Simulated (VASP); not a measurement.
# PbS (Cmc2_1) in VASP: a series of runs

PbS is run at these levels: PBEsol; tasks: single point.

All numbers are computed with VASP 6.6.1; they aren't measurements. Logs are shortened: lines on timing, memory, paths and dates and some standing lists are left out, and cuts for length are marked.

## (1) The cell of the first run

It takes space group Cmc2_1 (No. 36, orthorhombic). Conventional cell: a = 4.181 Å, b = 7.249 Å, c = 7.684 Å, α = 90.00°, β = 90.00°, γ = 90.00°. Within 3.8 Å of Pb (site symmetry m) lie 6 S at 2.88 to 3.31 Å. S (site symmetry m) has 6 Pb at 2.88 to 3.31 Å within 3.8 Å.

## (2) Single point, PBEsol

Input file INCAR:

```
PREC = Accurate ; ENCUT = 520
EDIFF = 1E-6 ; ISMEAR = -1
SIGMA = 0.02 ; LREAL = False
LASPH = True ; NELM = 100
ALGO = Normal ; ISIF = 2
LWAVE = False ; LCHARG = False
GGA = PS ; NBANDS = 28
```

Input file KPOINTS:

```
regular mesh
0
Gamma
  6 6 4
```

Input file POSCAR:

```
PbS
1.0
    2.0906681924     -3.6242958791      0.0000000000
    2.0906681924      3.6242958791      0.0000000000
    0.0000000000      0.0000000000      7.6839002915
Pb S
2 2
Direct
    0.0010316600      0.9989683400      0.4867318100
    0.9989683400      0.0010316600      0.9867318100
    0.6671454800      0.3328545200      0.6924681900
    0.3328545200      0.6671454800      0.1924681900
```

Potentials or basis: VASP PAW PBE potentials, release 64 (Pb_d, S).

On the command line:

```bash
$ cat potpaw_PBE.64/Pb_d/POTCAR potpaw_PBE.64/S/POTCAR > POTCAR
$ mpirun -np 1 vasp_std > vasp.out
```

OUTCAR:

```text
PREC = Accurate
   ENCUT = 520
   EDIFF = 1E-6
   ISMEAR = -1
   LREAL = False
   LASPH = True
   NELM = 100
   ISIF = 2
   GGA = PS

 ion  position               nearest neighbor table
   1  0.001  0.999  0.487-   3 2.88   3 2.88   3 2.89   4 3.30   4 3.31   4 3.31   2 3.84   2 3.84

   2  0.999  0.001  0.987-   4 2.88   4 2.88   4 2.89   3 3.30   3 3.31   3 3.31   1 3.84   1 3.84

   3  0.667  0.333  0.692-   1 2.88   1 2.88   1 2.89   2 3.30   2 3.31   2 3.31
   4  0.333  0.667  0.192-   2 2.88   2 2.88   2 2.89   1 3.30   1 3.31   1 3.31

  LATTYP: Found a base centered orthorhombic cell.
 ALAT       =     4.1813363848
 B/A-ratio  =     1.7335586260
 C/A-ratio  =     1.8376661393

  Lattice vectors:

 A1 = (   2.0906681924,  -3.6242958791,   0.0000000000)
 A2 = (   2.0906681924,   3.6242958791,   0.0000000000)
 A3 = (   0.0000000000,   0.0000000000,   7.6839002915)

Analysis of symmetry for initial positions (statically):
=====================================================================
 Subroutine PRICEL returns:
 Original cell was already a primitive cell.

 Routine SETGRP: Setting up the symmetry group for a
 base centered orthorhombic supercell.

 Subroutine GETGRP returns: Found  4 space group operations
 (whereof  2 operations were pure point group operations)
 out of a pool of  8 trial point group operations.

The static configuration has the point symmetry C_1h.
 The point group associated with its full space group is C_2v.

Analysis of symmetry for dynamics (positions and initial velocities):
=====================================================================
 Subroutine PRICEL returns:
 Original cell was already a primitive cell.

 Routine SETGRP: Setting up the symmetry group for a
 base centered orthorhombic supercell.

 Subroutine GETGRP returns: Found  4 space group operations
 (whereof  2 operations were pure point group operations)
 out of a pool of  8 trial point group operations.

The dynamic configuration has the point symmetry C_1h.
 The point group associated with its full space group is C_2v.

 Subroutine INISYM returns: Found  4 space group operations
 (whereof  2 operations are pure point group operations),
 and found     1 'primitive' translations

----------------------------------------------------------------------------------------

[... 87 lines left out ...]
   PREC   = accura    normal or accurate (medium, high low for compatibility)
   ISTART =      0    job   : 0-new  1-cont  2-samecut
   ICHARG =      2    charge: 1-file 2-atom 10-const
   ISPIN  =      1    spin polarized calculation?
   LNONCOLLINEAR =      F non collinear calculations
   LSORBIT =      F    spin-orbit coupling
   LASPH  =      T    aspherical Exc in radial PAW
   ENCUT  =  520.0 eV  38.22 Ry    6.18 a.u.   7.78  7.78 14.29*2*pi/ulx,y,z
   NELM   =    100;   NELMIN=  2; NELMDL= -5     # of ELM steps
   EDIFF  = 0.1E-05   stopping-criterion for ELM
   LREAL  =      F    real-space projection
   EDIFFG = 0.1E-04   stopping-criterion for IOM
   NSW    =      0    number of steps for IOM
   IBRION =     -1    ionic relax: 0-MD 1-quasi-New 2-CG
   NFREE  =      0    steps in history (QN), initial steepest desc. (CG)
   ISIF   =      2    stress and relaxation
   ISYM   =      2    0-nonsym 1-usesym 2-fastsym
   POTIM  = 0.5000    time-step for ionic-motion
   TEBEG  =    0.0;   TEEND  =   0.0 temperature during run
   PSTRESS=    0.0 pullay stress
   NELECT =      40.0000    total number of electrons
   NUPDOWN=      -1.0000    fix difference up-down
   EMIN   =  10.00;   EMAX   =-10.00  energy-range for DOS
   EFERMI =   0.00;   METHOD = LEGACY
   ISMEAR =    -1;   SIGMA  =   0.02  broadening in eV -4-tet -1-fermi 0-gaus
   EFERMI_NEDOS =   21; number of points for ismear=-14 and -15
   IALGO  =     38    algorithm
   IMIX   =      4    mixing-type and parameters
     AMIX     =   0.40;   BMIX     =  1.00
     AMIX_MAG =   1.60;   BMIX_MAG =  1.00
  volume/ion in A,a.u.               =      29.11       196.45
  Fermi-wavevector in a.u.,A,eV,Ry     =   1.146537  2.166640 17.885493  1.314547
  Thomas-Fermi vector in A             =   2.283221
   LORBIT       =      0    0 simple, 1 ext, 2 COOP (PROOUT), +10 PAW based schemes
   GGA     = PS    functional components
   LHFCALC =     F    Hartree Fock is set to
   AEXX    =    0.0000 exact exchange contribution
   IVDW    =     0    specifies the selected vdW correction
   LEPSILON=     F    determine dielectric tensor
   LRPA    =     F    only Hartree local field effects (RPA)
 non-spin polarized calculation
  energy-cutoff  :      520.00
  volume of cell :      116.44
 maximum number of plane-waves:      3179
   NGX = 15   NGY = 15   NGZ = 29

 number of electron      40.0000002 magnetization

 Free energy of the ion-electron system (eV)
  ---------------------------------------------------
  ext. energy  EPLUGINS =         0.00000000
  ---------------------------------------------------
  free energy    TOTEN  =       -18.52583147 eV

  energy without entropy =      -18.52583143  energy(sigma->0) =      -18.52583145

 E-fermi :   4.6326     XC(G=0):  -9.3409

 val. band max:        4.3789526852   @ k =   0.3333   0.3333   0.0000
 cond. band min:       4.8934955929   @ k =   0.5000   0.5000   0.0000
 fundamental gap:      0.5145429077
 Fermi energy:         4.6325678691

 k-point     1 :       0.0000    0.0000    0.0000
  band No.  band energies     occupation
      1     -12.3053      2.00000
      2     -12.2680      2.00000
      3     -12.2676      2.00000
      4     -12.2580      2.00000
      5     -12.2578      2.00000
      6     -12.2357      2.00000
[... 733 lines left out ...]
     27      10.7928      0.00000
     28      12.0301      0.00000

 [... further k-points ...]
[... 5 lines left out ...]
  --------------------------------------------------------------------------------------
  -------------------------------------------------------------------------------------
  Total       -2.7152815     -2.7358429     -3.1092247      0.0000000      0.0000000      0.0000000
  in kB      -37.3598369    -37.6427431    -42.7801415      0.0000000      0.0000000      0.0000000
  external PRESSURE =     -39.2609072 kB  Pullay stress =       0.0000000 kB

 VOLUME and BASIS-vectors are now :
 -----------------------------------------------------------------------------
  energy-cutoff  :      520.00
  volume of cell :      116.44
      direct lattice vectors                 reciprocal lattice vectors
     2.090668192 -3.624295879  0.000000000     0.239157989 -0.137957831  0.000000000
     2.090668192  3.624295879  0.000000000     0.239157989  0.137957831  0.000000000
     0.000000000  0.000000000  7.683900291     0.000000000  0.000000000  0.130142241

 POSITION                                       TOTAL-FORCE (eV/Angst)
 -----------------------------------------------------------------------------------
      2.09067      3.61682      3.74000         0.000000      0.003415      0.162160
      2.09067     -3.61682      7.58195         0.000000     -0.003415      0.162160
      2.09067     -1.21157      5.32086         0.000000     -0.002440     -0.162160
      2.09067      1.21157      1.47891         0.000000      0.002440     -0.162160
 -----------------------------------------------------------------------------------
    total drift:                               -0.000000     -0.000000     -0.003869

  FREE ENERGIE OF THE ION-ELECTRON SYSTEM (eV)
  ---------------------------------------------------
  free  energy   TOTEN  =       -18.5258314737 eV

  energy  without entropy=      -18.5258314258  energy(sigma->0) =      -18.52583145
```

stdout:

```text
POSCAR found type information on POSCAR PbS
 POSCAR found :  2 types and       4 ions
 scaLAPACK will be used
 -----------------------------------------------------------------------------
|                                                                             |
|                                                                             |
|     You enforced a specific xc type in the INCAR file but a different       |
|     I HOPE YOU KNOW WHAT YOU ARE DOING!                                     |
|                                                                             |
 -----------------------------------------------------------------------------

 LDA part: xc-table for (Slater+PW92), standard interpolation
 POSCAR, INCAR and KPOINTS ok, starting setup
 FFT: planning ... GRIDC
 FFT: planning ... GRID_SOFT
 FFT: planning ... GRID
 WAVECAR not read
 entering main loop
```

Run time: 81 s. Hardware: 1 thread of Intel Xeon 6975P-C, shared host; peak memory 0.29 GiB.

Results:

| Property | Result |
| --- | --- |
| Free energy | -18.5258 eV |
| Pressure | -3.9 GPa |
| Largest force | 0.162 eV/Å |
| Band gap on the k mesh | 0.51 eV, indirect (least direct gap 1.13 eV) |

Forces on the atoms (eV/Å):
```
Pb   0.000  0.003  0.162
Pb   0.000 -0.003  0.162
S    0.000 -0.002 -0.162
S    0.000  0.002 -0.162
```

Stress tensor (GPa, compression positive):
```
-3.74  0.00  0.00
 0.00 -3.76  0.00
 0.00  0.00 -4.28
```

Caveat: the PAW data sets were made with another functional, which shifts forces and pressure a little; spin-orbit coupling is left out, which moves the levels of the heavy elements.

## (3) Single point, PBEsol

This run uses another cell than the first one, of 29.80 Å³/atom, 1.024 times its volume.

Input file INCAR:

```
PREC = Accurate
ENCUT = 520
EDIFF = 1E-6
ISMEAR = -1
SIGMA = 0.02
LREAL = F
LASPH = T
NELM = 100
ALGO = Normal
ISIF = 2
LWAVE = F
LCHARG = F
GGA = PS
NBANDS = 28
```

Input file KPOINTS:

```
Automatic mesh
0
Gamma
  6 6 4
```

Input file POSCAR:

```
PbS
1.0
    2.1071308244     -3.6528348169      0.0000000000
    2.1071308244      3.6528348169      0.0000000000
    0.0000000000      0.0000000000      7.7444059345
Pb S
2 2
Direct
    0.0010316600      0.9989683400      0.4867318100
    0.9989683400      0.0010316600      0.9867318100
    0.6671454800      0.3328545200      0.6924681900
    0.3328545200      0.6671454800      0.1924681900
```

Potentials or basis: VASP PAW PBE potentials, release 64 (Pb_d, S).

On the command line:

```bash
$ cat potpaw_PBE.64/Pb_d/POTCAR potpaw_PBE.64/S/POTCAR > POTCAR
$ mpirun -np 1 vasp_std > vasp.out
```

It took 84 s on 1 thread of Intel Xeon 6975P-C, shared host; peak memory 0.29 GiB.

It converged, with:

| Quantity | Value |
| --- | --- |
| Free energy | -18.4516 eV |
| Pressure | -4.8 GPa |
| Largest force | 0.234 eV/Å |
| Band gap on the k mesh | 0.57 eV, indirect (least direct gap 1.13 eV) |

Forces in eV/Å, atoms in the order of the input:
```
Pb   0.000  0.002  0.234
Pb   0.000 -0.002  0.234
S    0.000 -0.002 -0.234
S    0.000  0.002 -0.234
```

Stress tensor (GPa, compression positive):
```
-4.55  0.00  0.00
 0.00 -4.58  0.00
 0.00  0.00 -5.20
```

Levels at points of the mesh, in eV from the valence-band top:
| k point | band 17 | band 18 | band 19 | band 20 | band 21 | band 22 | band 23 | band 24 |
| --- | --- | --- | --- | --- | --- | --- | --- | --- |
| (0.00, 0.00, 0.00) | -1.50 | -1.20 | -1.20 | -0.16 | 0.97 | 3.49 | 3.49 | 3.73 |
| (0.50, 0.00, 0.00) | -2.50 | -1.50 | -1.25 | -0.77 | 0.57 | 2.53 | 2.84 | 3.85 |
| (0.50, 0.50, 0.00) | -2.49 | -1.50 | -1.25 | -0.76 | 0.57 | 2.54 | 2.84 | 3.85 |
| (0.00, 0.00, 0.50) | -1.35 | -1.35 | -1.22 | -1.22 | 2.56 | 2.56 | 3.53 | 3.53 |
| (0.50, 0.00, 0.50) | -2.08 | -2.08 | -2.07 | -2.07 | 2.40 | 2.40 | 3.28 | 3.28 |
| (0.50, 0.50, 0.50) | -2.07 | -2.07 | -2.07 | -2.07 | 2.40 | 2.40 | 3.28 | 3.28 |

Caveat: the PAW data sets were made with another functional, which shifts forces and pressure a little; spin-orbit coupling is left out, which moves the levels of the heavy elements. A k mesh can miss the band edges.

## (4) Single point, PBEsol

This run uses another cell than the first one, of 30.50 Å³/atom, 1.048 times its volume.

Input file INCAR:

```
SYSTEM = PbS
ALGO = Normal ; EDIFF = 1E-6
ENCUT = 520 ; GGA = PS
ISIF = 2 ; ISMEAR = -1
LASPH = .TRUE. ; LCHARG = .TRUE.
LELF = .TRUE. ; LREAL = .FALSE.
LVHAR = .TRUE. ; LWAVE = .FALSE.
NBANDS = 28 ; NELM = 100
PREC = Accurate ; SIGMA = 0.02
```

Input file KPOINTS:

```
k-points
0
G
  6 6 4
  0 0 0
```

Input file POSCAR:

```
PbS
1.0
    2.1233401601     -3.6809346505      0.0000000000
    2.1233401601      3.6809346505      0.0000000000
    0.0000000000      0.0000000000      7.8039806291
Pb S
2 2
Direct
    0.0010316600      0.9989683400      0.4867318100
    0.9989683400      0.0010316600      0.9867318100
    0.6671454800      0.3328545200      0.6924681900
    0.3328545200      0.6671454800      0.1924681900
```

On the command line:

```bash
$ cat potpaw_PBE.64/Pb_d/POTCAR potpaw_PBE.64/S/POTCAR > POTCAR
$ mpirun -np 1 vasp_std > vasp.out
```

Run time: 84 s. Hardware: 1 thread of Intel Xeon 6975P-C, shared host; peak memory 0.3 GiB.

The run converged. Its results:

| Quantity | Value |
| --- | --- |
| Free energy | -18.3636 eV |
| Pressure | -5.5 GPa |
| Largest force | 0.300 eV/Å |
| Band gap on the k mesh | 0.61 eV, indirect (least direct gap 1.12 eV) |

Forces on the atoms (eV/Å):
```
Pb   0.000  0.001  0.300
Pb   0.000 -0.001  0.300
S    0.000 -0.002 -0.300
S    0.000  0.002 -0.300
```

Stress tensor (GPa, compression positive):
```
-5.26  0.00  0.00
 0.00 -5.29  0.00
 0.00  0.00 -6.00
```

Levels at points of the mesh, in eV from the valence-band top:
| k point | band 18 | band 19 | band 20 | band 21 | band 22 | band 23 |
| --- | --- | --- | --- | --- | --- | --- |
| (0.00, 0.00, 0.00) | -1.12 | -1.11 | -0.16 | 0.97 | 3.49 | 3.49 |
| (0.50, 0.00, 0.00) | -1.41 | -1.18 | -0.74 | 0.61 | 2.55 | 2.85 |
| (0.50, 0.50, 0.00) | -1.41 | -1.18 | -0.72 | 0.61 | 2.56 | 2.86 |
| (0.00, 0.00, 0.50) | -1.26 | -1.17 | -1.17 | 2.56 | 2.56 | 3.52 |
| (0.50, 0.00, 0.50) | -1.98 | -1.96 | -1.96 | 2.41 | 2.41 | 3.28 |
| (0.50, 0.50, 0.50) | -1.98 | -1.96 | -1.96 | 2.41 | 2.41 | 3.29 |

Caveat: the PAW data sets were made with another functional, which shifts forces and pressure a little; spin-orbit coupling is left out, which moves the levels of the heavy elements.

## (5) Overview

| cell | gap on the mesh (eV) | pressure (GPa) | largest force (eV/Å) |
| --- | --- | --- | --- |
| a = 4.184, b = 4.184, c = 7.684 Å, angles 90.0, 90.0, 120.0°, 4 atoms | 0.51 | -3.9 | 0.16 |
| a = 4.217, b = 4.217, c = 7.744 Å, angles 90.0, 90.0, 120.0°, 4 atoms | 0.57 | -4.8 | 0.23 |
| a = 4.249, b = 4.249, c = 7.804 Å, angles 90.0, 90.0, 120.0°, 4 atoms | 0.61 | -5.5 | 0.30 |

Alike in all rows: task single point; level PBEsol; potentials or basis VASP PAW PBE potentials, release 64 (Pb_d, S); no spin polarisation; k mesh 6 × 6 × 4; cutoff (eV) 520; smearing fermi-dirac 0.02 eV.

Caveats: the PAW data sets were made with another functional, which shifts forces and pressure a little; spin-orbit coupling is left out, which moves the levels of the heavy elements.

Total energies depend on the potentials used, so only differences within one code and one set of settings carry meaning.
